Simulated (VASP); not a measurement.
Here is a VASP 6.6.1 calculation.

The input INCAR:

```
ALGO = Normal ; EDIFF = 1E-7
ENCUT = 520 ; ISIF = 2
ISMEAR = 0 ; LASPH = True
LCHARG = True ; LELF = True
LREAL = False ; LVHAR = True
LWAVE = False ; NBANDS = 25
NELM = 100 ; PREC = Accurate
SIGMA = 0.05
```

Contents of KPOINTS:

```
k-points
0
Gamma
  6 6 6
```

Contents of POSCAR:

```
SiO2
1.0
   -2.4624994460      2.4624994460      3.6436693974
    2.4624994460     -2.4624994460      3.6436693974
    2.4624994460      2.4624994460     -3.6436693974
Si O
2 4
Direct
    0.0000000000      0.0000000000      0.0000000000
    0.7500000000      0.2500000000      0.5000000000
    0.9742770065      0.6250000000      0.8492770065
    0.3750000000      0.2242770065      0.3492770065
    0.7757229935      0.1250000000      0.1507229935
    0.8750000000      0.0257229935      0.6507229935
```

Potentials or basis: VASP PAW LDA potentials, release 64 (Si, O).

Launch:

```bash
$ cat potpaw_LDA.64/Si/POTCAR potpaw_LDA.64/O/POTCAR > POTCAR
$ mpirun -np 1 vasp_std > vasp.out
```

Problem. Estimate the band gap on the k mesh.

Solution. 5.76 eV, direct.

Problem. Predict the pressure.

Solution. 0.6 GPa.

Problem. What does it give for the largest force?

Solution. 0.027 eV/Å.

Forces in eV/Å, atoms in the order of the input:
```
Si   0.000  0.000  0.000
Si   0.000  0.000  0.000
O    0.000  0.027  0.000
O    0.027  0.000  0.000
O    0.000 -0.027  0.000
O   -0.027  0.000  0.000
```

A k mesh can miss the band edges. Expect the measured gap to be larger: semilocal functionals such as LDA lack the derivative discontinuity.
